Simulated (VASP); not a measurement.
# H3CCl in VASP: single point with PBE+D3(BJ)

Aim: the single point of H3CCl with PBE+D3(BJ).

Everything below comes from runs of VASP 6.6.1. Logs are shortened: lines on timing, memory, paths and dates and some standing lists are left out, and cuts for length are marked.

## (1) The cell of the first run

The cell holds a disordered packing, 40 atoms: a = 8.382 Å, b = 8.382 Å, c = 8.382 Å, α = 90.00°, β = 90.00°, γ = 90.00°.

## (2) Single point, PBE+D3(BJ)

Input file INCAR:

```
SYSTEM = H3CCl
  PREC = Accurate
  ENCUT = 1000
  EDIFF = 1E-6
  ISMEAR = -1
  SIGMA = 0.05
  LREAL = Auto
  LASPH = .True.
  NELM = 120
  ALGO = Normal
  ISIF = 2
  LWAVE = .False.
  LCHARG = .False.
  GGA = PE
  IVDW = 12
  NBANDS = 82
  GGA_COMPAT = .False.
```

Input file KPOINTS:

```
Automatic mesh
0
Gamma
  1 1 1
  0 0 0
```

Input file POSCAR:

```
H3CCl
1.0
    8.3815160000      0.0000000000      0.0000000000
    0.0000000000      8.3815160000      0.0000000000
    0.0000000000      0.0000000000      8.3815160000
C Cl H
8 8 24
Direct
    0.5162800287      0.2849383145      0.8629230205
    0.1044664452      0.0735210802      0.8275276184
    0.8138770969      0.7178638011      0.2709546649
    0.5456325545      0.8666994762      0.8931743709
    0.0900951455      0.0677381739      0.4210617420
    0.1284504866      0.4844656122      0.5100284676
    0.5817271893      0.3535626150      0.3161706468
    0.1795666111      0.7004436274      0.0474839688
    0.5561134423      0.4753152130      0.7728085465
    0.1314023471      0.0804050614      1.0415463607
    0.6901508379      0.8858430679      0.3217981492
    0.7416990647      0.8763104722      0.8087231156
    0.2159220651     -0.1047366469      0.4521048646
    0.0541918308      0.4768679445      0.7108507060
    0.4853790638      0.2038618857      0.4343960336
    0.1408019406      0.4960906448      0.1050723005
    0.4898194755      0.2001389343      0.7661716681
    0.6244457596      0.2481626510      0.9271422679
    0.4135934629      0.2975409327      0.9437631739
   -0.0136060414      0.1229769682      0.8010397766
    0.1981567635      0.1463659804      0.7735302078
    0.1132979835     -0.0510584281      0.7896453293
    0.8091732450      0.7002123950      0.1413557179
    0.9367148505      0.7424164145      0.3101337120
    0.7672188559      0.6132680205      0.3348241388
    0.4591886851      0.8844641445      0.7968109562
    0.5307722577      0.7480263371      0.9453788101
    0.5346212885      0.9591237357      0.9848436573
    0.0623822974      0.1182259130      0.5383847851
    0.1588897394      0.1536167905      0.3495310022
   -0.0189055232      0.0290584956      0.3602144647
    0.1466188802      0.6097855889      0.4789185961
    0.2412217150      0.4188275255      0.5059602426
    0.0402439358      0.4307066760      0.4304390308
    0.5311991221      0.4697802377      0.3475630198
    0.7099997279      0.3489037316      0.3418574470
    0.5588159266      0.3261717783      0.1904715371
    0.2664650170      0.7517300874      0.1307262742
    0.2245954887      0.6972482328     -0.0751945401
    0.0672063367      0.7662355137      0.0535429483
```

Potentials or basis: VASP PAW PBE potentials, release 64 (C_h, Cl, H_h).

Command:

```sh
$ cat potpaw_PBE.64/C_h/POTCAR potpaw_PBE.64/Cl/POTCAR potpaw_PBE.64/H_h/POTCAR > POTCAR
$ mpirun -np 1 vasp_gam > vasp.out
```

OUTCAR:

```text
SYSTEM = H3CCl
   PREC = Accurate
   ENCUT = 1000
   EDIFF = 1E-6
   ISMEAR = -1
   LREAL = Auto
   LASPH = .True.
   NELM = 120
   ISIF = 2
   GGA = PE
   IVDW = 12
 IVDW          = 12

 ion  position               nearest neighbor table
   1  0.516  0.285  0.863-  18 1.10  19 1.10  17 1.10   9 1.80
   2  0.104  0.074  0.828-  21 1.09  22 1.09  20 1.10  10 1.81
   3  0.814  0.718  0.271-  23 1.10  25 1.10  24 1.10  11 1.80
   4  0.546  0.867  0.893-  27 1.09  28 1.09  26 1.10  12 1.79
   5  0.090  0.068  0.421-  31 1.10  29 1.10  30 1.10  13 1.81
   6  0.128  0.484  0.510-  32 1.09  34 1.09  33 1.09  14 1.80
   7  0.582  0.354  0.316-  35 1.09  37 1.10  36 1.10  15 1.79
   8  0.180  0.700  0.047-  40 1.09  39 1.10  38 1.10  16 1.81
   9  0.556  0.475  0.773-   1 1.80
  10  0.131  0.080  0.042-   2 1.81
  11  0.690  0.886  0.322-   3 1.80
  12  0.742  0.876  0.809-   4 1.79
  13  0.216  0.895  0.452-   5 1.81
  14  0.054  0.477  0.711-   6 1.80
[... 24 lines left out ...]
  39  0.225  0.697  0.925-   8 1.10
  40  0.067  0.766  0.054-   8 1.09

  LATTYP: Found a simple cubic cell.
 ALAT       =     8.3815160000

  Lattice vectors:

 A1 = (   8.3815160000,   0.0000000000,   0.0000000000)
 A2 = (   0.0000000000,   8.3815160000,   0.0000000000)
 A3 = (   0.0000000000,   0.0000000000,   8.3815160000)

Analysis of symmetry for initial positions (statically):
=====================================================================
 Subroutine PRICEL returns:
 Original cell was already a primitive cell.

 Routine SETGRP: Setting up the symmetry group for a
 simple cubic supercell.

 Subroutine GETGRP returns: Found  1 space group operations
 (whereof  1 operations were pure point group operations)
 out of a pool of 48 trial point group operations.

The static configuration has the point symmetry C_1 .

Analysis of symmetry for dynamics (positions and initial velocities):
=====================================================================
 Subroutine PRICEL returns:
 Original cell was already a primitive cell.

 Routine SETGRP: Setting up the symmetry group for a
 simple cubic supercell.

 Subroutine GETGRP returns: Found  1 space group operations
 (whereof  1 operations were pure point group operations)
 out of a pool of 48 trial point group operations.

The dynamic configuration has the point symmetry C_1 .

 Subroutine INISYM returns: Found  1 space group operations
 (whereof  1 operations are pure point group operations),
 and found     1 'primitive' translations

----------------------------------------------------------------------------------------

                                     Primitive cell

  volume of cell :     588.7999

  direct lattice vectors                    reciprocal lattice vectors
     8.381516000  0.000000000  0.000000000     0.119310158  0.000000000  0.000000000
     0.000000000  8.381516000  0.000000000     0.000000000  0.119310158  0.000000000
     0.000000000  0.000000000  8.381516000     0.000000000  0.000000000  0.119310158

  length of vectors
     8.381516000  8.381516000  8.381516000     0.119310158  0.119310158  0.119310158

  position of ions in fractional coordinates (direct lattice)
     0.516280029  0.284938315  0.862923020
     0.104466445  0.073521080  0.827527618
     0.813877097  0.717863801  0.270954665
     0.545632555  0.866699476  0.893174371
     0.090095146  0.067738174  0.421061742
     0.128450487  0.484465612  0.510028468
[... 32 lines left out ...]
     0.224595489  0.697248233  0.924805460
     0.067206337  0.766235514  0.053542948

  ion indices of the primitive-cell ions
   primitive index   ion index
                 1           1
                 2           2
                 3           3
                 4           4
                 5           5
                 6           6
[... 32 lines left out ...]
                39          39
                40          40

----------------------------------------------------------------------------------------

 KPOINTS: Automatic mesh

Automatic generation of k-mesh.
 Grid dimensions read from file:
 generate k-points for:    1    1    1

 Generating k-lattice:

  Cartesian coordinates                     Fractional coordinates (reciprocal lattice)
     0.119310158  0.000000000  0.000000000     1.000000000  0.000000000  0.000000000
     0.000000000  0.119310158  0.000000000     0.000000000  1.000000000  0.000000000
     0.000000000  0.000000000  0.119310158     0.000000000  0.000000000  1.000000000

  Length of vectors
     0.119310158  0.119310158  0.119310158

  Shift w.r.t. Gamma in fractional coordinates (k-lattice)
     0.000000000  0.000000000  0.000000000

 Subroutine IBZKPT returns following result:
 ===========================================

 Found      1 irreducible k-points:

 Following reciprocal coordinates:
            Coordinates               Weight
  0.000000  0.000000  0.000000      1.000000
   k-points           NKPTS =      1   k-points in BZ     NKDIM =      1   number of bands    NBANDS=     82
   number of dos      NEDOS =    301   number of ions     NIONS =     40
   total plane-waves  NPLWV = 729000
   dimension x,y,z NGX =    90 NGY =   90 NGZ =   90
   dimension x,y,z NGXF=   180 NGYF=  180 NGZF=  180
   ions per type =               8   8  24
   NGX,Y,Z   is equivalent  to a cutoff of  17.85, 17.85, 17.85 a.u.
   NGXF,Y,Z  is equivalent  to a cutoff of  35.70, 35.70, 35.70 a.u.
 SYSTEM =  H3CCl
   PREC   = accura    normal or accurate (medium, high low for compatibility)
   ISTART =      0    job   : 0-new  1-cont  2-samecut
   ICHARG =      2    charge: 1-file 2-atom 10-const
   ISPIN  =      1    spin polarized calculation?
   LNONCOLLINEAR =      F non collinear calculations
   LSORBIT =      F    spin-orbit coupling
   LASPH  =      T    aspherical Exc in radial PAW
   ENCUT  = 1000.0 eV  73.50 Ry    8.57 a.u.  21.61 21.61 21.61*2*pi/ulx,y,z
   NELM   =    120;   NELMIN=  2; NELMDL= -5     # of ELM steps
   EDIFF  = 0.1E-05   stopping-criterion for ELM
   LREAL  =      T    real-space projection
   EDIFFG = 0.1E-04   stopping-criterion for IOM
   NSW    =      0    number of steps for IOM
   IBRION =     -1    ionic relax: 0-MD 1-quasi-New 2-CG
   NFREE  =      0    steps in history (QN), initial steepest desc. (CG)
   ISIF   =      2    stress and relaxation
   ISYM   =      2    0-nonsym 1-usesym 2-fastsym
   POTIM  = 0.5000    time-step for ionic-motion
   TEBEG  =    0.0;   TEEND  =   0.0 temperature during run
   PSTRESS=    0.0 pullay stress
   NELECT =     112.0000    total number of electrons
   NUPDOWN=      -1.0000    fix difference up-down
   EMIN   =  10.00;   EMAX   =-10.00  energy-range for DOS
   EFERMI =   0.00;   METHOD = LEGACY
   ISMEAR =    -1;   SIGMA  =   0.05  broadening in eV -4-tet -1-fermi 0-gaus
   EFERMI_NEDOS =   21; number of points for ismear=-14 and -15
   IALGO  =     38    algorithm
   IMIX   =      4    mixing-type and parameters
     AMIX     =   0.40;   BMIX     =  1.00
     AMIX_MAG =   1.60;   BMIX_MAG =  1.00
  volume/ion in A,a.u.               =      14.72        99.34
  Fermi-wavevector in a.u.,A,eV,Ry     =   0.941510  1.779196 12.060763  0.886441
  Thomas-Fermi vector in A             =   2.069028
   LORBIT       =      0    0 simple, 1 ext, 2 COOP (PROOUT), +10 PAW based schemes
   GGA     = PE    functional components
   LHFCALC =     F    Hartree Fock is set to
   AEXX    =    0.0000 exact exchange contribution
   IVDW    =    12    specifies the selected vdW correction
   LEPSILON=     F    determine dielectric tensor
   LRPA    =     F    only Hartree local field effects (RPA)
 non-spin polarized calculation
  energy-cutoff  :     1000.00
  volume of cell :      588.80
 maximum number of plane-waves:     21190
 NGX is ok and might be reduce to    90
   NGX = 43   NGY = 43   NGZ = 43

 number of electron     111.9999999 magnetization

 Free energy of the ion-electron system (eV)
  ---------------------------------------------------
  ext. energy  EPLUGINS =         0.00000000
  ---------------------------------------------------
  free energy    TOTEN  =      -179.83587925 eV

  energy without entropy =     -179.83587925  energy(sigma->0) =     -179.83587925

 E-fermi :  -1.3241     XC(G=0):  -6.7163

 val. band max:       -2.6003502577   @ k =   0.0000   0.0000   0.0000
 cond. band min:       3.1016526790   @ k =   0.0000   0.0000   0.0000
 fundamental gap:      5.7020029368
 Fermi energy:        -1.3241487912

 k-point     1 :       0.0000    0.0000    0.0000
  band No.  band energies     occupation
      1     -17.3876      2.00000
      2     -17.2798      2.00000
      3     -17.1836      2.00000
      4     -17.0942      2.00000
      5     -17.0386      2.00000
      6     -17.0218      2.00000
[... 60 lines left out ...]
     67       4.9941      0.00000
     68       5.0568      0.00000
 [bands above 68 left out]

------------------------ aborting loop because EDIFF is reached ----------------------------------------

 Edisp (eV)   -2.19165

 E8    (eV) :    -0.5795

  FORCE on cell =-STRESS in cart. coord.  units (eV):
  Direction    XX          YY          ZZ          XY          YZ          ZX
  --------------------------------------------------------------------------------------
  -------------------------------------------------------------------------------------
  Total      -1.89867    -1.12614    -2.20742     0.60463     0.26823    -0.31251
  in kB      -5.16645    -3.06433    -6.00660     1.64526     0.72987    -0.85035
  external pressure =       -4.75 kB  Pullay stress =        0.00 kB

 VOLUME and BASIS-vectors are now :
 -----------------------------------------------------------------------------
  energy-cutoff  :     1000.00
  volume of cell :      588.80
      direct lattice vectors                 reciprocal lattice vectors
     8.381516000  0.000000000  0.000000000     0.119310158  0.000000000  0.000000000
     0.000000000  8.381516000  0.000000000     0.000000000  0.119310158  0.000000000
     0.000000000  0.000000000  8.381516000     0.000000000  0.000000000  0.119310158

 POSITION                                       TOTAL-FORCE (eV/Angst)
 -----------------------------------------------------------------------------------
      4.32721      2.38822      7.23260        -0.017327      0.083700     -0.059018
      0.87559      0.61622      6.93594        -0.061506     -0.014500      0.155244
      6.82152      6.01679      2.27101        -0.035488      0.040619      0.144112
      4.57323      7.26426      7.48616         0.050585      0.033668     -0.036370
      0.75513      0.56775      3.52914         0.236246     -0.088589     -0.043143
      1.07661      4.06056      4.27481        -0.003768     -0.031696      0.080442
[... 32 lines left out ...]
      1.88245      5.84400      7.75127        -0.018757      0.001436      0.124008
      0.56329      6.42222      0.44877         0.034945     -0.049562     -0.009956
 -----------------------------------------------------------------------------------
    total drift:                                0.009171     -0.010628     -0.004787

  FREE ENERGIE OF THE ION-ELECTRON SYSTEM (eV)
  ---------------------------------------------------
  free  energy   TOTEN  =      -182.0275269081 eV

  energy  without entropy=     -182.0275269081  energy(sigma->0) =     -182.02752691
```

Run time: 4.8 min. Hardware: 1 thread of AMD EPYC 7R13 (Zen 3), shared host; peak memory 1.2 GiB.

What came out:

* Free energy: -182.0275 eV
* Pressure: -0.5 GPa
* Largest force: 0.320 eV/Å
* Band gap on the k mesh: 5.70 eV
* Dispersion energy per atom: -0.055 eV

Forces in eV/Å, atoms in the order of the input:
```
C   -0.017  0.084 -0.059
C   -0.062 -0.015  0.155
C   -0.035  0.041  0.144
C    0.051  0.034 -0.036
C    0.236 -0.089 -0.043
C   -0.004 -0.032  0.080
C   -0.020 -0.135  0.114
C    0.045 -0.153  0.022
Cl  -0.027 -0.213  0.141
Cl   0.002  0.090 -0.265
Cl   0.134 -0.201 -0.048
Cl  -0.108  0.015  0.029
Cl  -0.175  0.266 -0.026
Cl   0.047  0.004 -0.057
Cl   0.086  0.140 -0.135
Cl   0.026  0.070 -0.119
H    0.082  0.112  0.132
H   -0.137  0.009 -0.073
H    0.144  0.004 -0.114
H    0.122 -0.045  0.061
H   -0.006 -0.002  0.023
H   -0.015  0.096  0.039
H   -0.012 -0.003  0.099
H   -0.222 -0.005 -0.062
H    0.118  0.191 -0.131
H    0.022  0.015  0.041
H   -0.007  0.021 -0.020
H    0.005 -0.040 -0.033
H    0.001  0.000 -0.019
H   -0.125 -0.134  0.139
H    0.054  0.029  0.038
H   -0.015 -0.013 -0.032
H   -0.019 -0.009 -0.026
H    0.007 -0.004 -0.017
H    0.031 -0.030  0.017
H   -0.141  0.016 -0.019
H    0.009  0.018  0.023
H   -0.092 -0.083 -0.076
H   -0.019  0.001  0.124
H    0.035 -0.050 -0.010
```

Levels at points of the mesh, in eV from the valence-band top:
```tsv
k point	band 53	band 54	band 55	band 56	band 57	band 58	band 59	band 60
(0.00, 0.00, 0.00)	-0.20	-0.19	-0.04	0.00	5.70	5.81	5.95	6.11
```

Caveat: the k points lie up to 0.75 Å⁻¹ apart.
